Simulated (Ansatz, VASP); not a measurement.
Rb3Sr: VASP beside Ansatz

```
Rb Sr
1.0
     0.00000    5.44029    5.44029
     5.44029    0.00000    5.44029
     5.44029    5.44029    0.00000
Rb Sr
3 1
Direct
  0.25000 0.25000 0.25000
  0.75000 0.75000 0.75000
  0.50000 0.50000 0.50000
  0.00000 0.00000 0.00000
```

Alike in both runs: task single point; functional PBEsol; k mesh 4 × 4 × 4; no spin polarisation.

|  | VASP | Ansatz |
| --- | --- | --- |
| version | VASP 6.6.1 | Ansatz 0.2.0 |
| potentials or method | VASP PAW PBE potentials, release 64 (Rb_sv, Sr_sv) | plane waves, PAW |
| plane-wave cutoff (eV) | 520 | 420 |
| occupations | methfessel-paxton of order 1, width 0.1 eV | cold, width 0.1 eV |
| valence electrons in the cell | 37 | 37 |

|  | VASP | Ansatz | Ansatz less VASP |
| --- | --- | --- | --- |
| gap on the k mesh at the Fermi level (eV) | none | none | - |
| pressure (GPa) | -0.2 | -0.2 | 0.00 |

VASP's potentials were made for PBE, not for PBEsol. A gap of «none» marks a metal or a gap that the smearing closes.
